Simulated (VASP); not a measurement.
Write the native input for VASP 6.6.1 that does the following.

```
Task                   : single point
Functional             : PBE
Potentials or basis    : VASP PAW PBE potentials, release 64 (Ca_sv, Pt, S)
Cutoff                 : 520 eV
k mesh                 : 4 × 4 × 4
Occupations            : gaussian, width 0.1 eV
Spin                   : no spin polarisation
Dipole correction      : no
Further INCAR settings : ALGO = Normal; EDIFF = 1e-07; NBANDS = 49
```

The structure of CaPtS3 lies in POSCAR:

```
CaPtS3
1.0
    3.4968874848      2.0189289307      4.6234052125
   -3.4968874848      2.0189289307      4.6234052125
    0.0000000000     -4.0378578613      4.6234052125
Ca Pt S
2 2 6
Direct
    0.7500000000      0.7500000000      0.7500000000
    0.2500000000      0.2500000000      0.2500000000
    0.5000000000      0.5000000000      0.5000000000
    0.0000000000      0.0000000000      0.0000000000
    0.8565320924      0.2500000000      0.6434679076
    0.6434679076      0.8565320924      0.2500000000
    0.2500000000      0.6434679076      0.8565320924
    0.1434679076      0.7500000000      0.3565320924
    0.3565320924      0.1434679076      0.7500000000
    0.7500000000      0.3565320924      0.1434679076
```

These files were run (other wordings do the same):

INCAR

```
SYSTEM = CaPtS3
ALGO = Normal ; EDIFF = 1E-7
ENCUT = 520 ; GGA = PE
ISIF = 2 ; ISMEAR = 0
LASPH = .TRUE. ; LCHARG = .FALSE.
LREAL = .FALSE. ; LWAVE = .FALSE.
NBANDS = 49 ; NELM = 80
PREC = Accurate ; SIGMA = 0.1
```

KPOINTS

```
k-points
0
G
  4 4 4
  0 0 0
```

Potentials or basis: VASP PAW PBE potentials, release 64 (Ca_sv, Pt, S).

Run with:

```bash
$ cat potpaw_PBE.64/Ca_sv/POTCAR potpaw_PBE.64/Pt/POTCAR potpaw_PBE.64/S/POTCAR > POTCAR
$ mpirun -np 1 vasp_std > vasp.out
```

It gave:

```
Pressure               : 0.1 GPa
Largest force          : 0.032 eV/Å
Band gap on the k mesh : zero (bands 38 and 39 overlap by 0.16 eV)
```

Caveat: spin-orbit coupling is left out, which moves the levels of the heavy elements.

Wall time 76 s on 1 thread of Intel(R) Xeon(R) 6975P-C (Granite Rapids), on a shared host, peak memory 0.38 GiB.
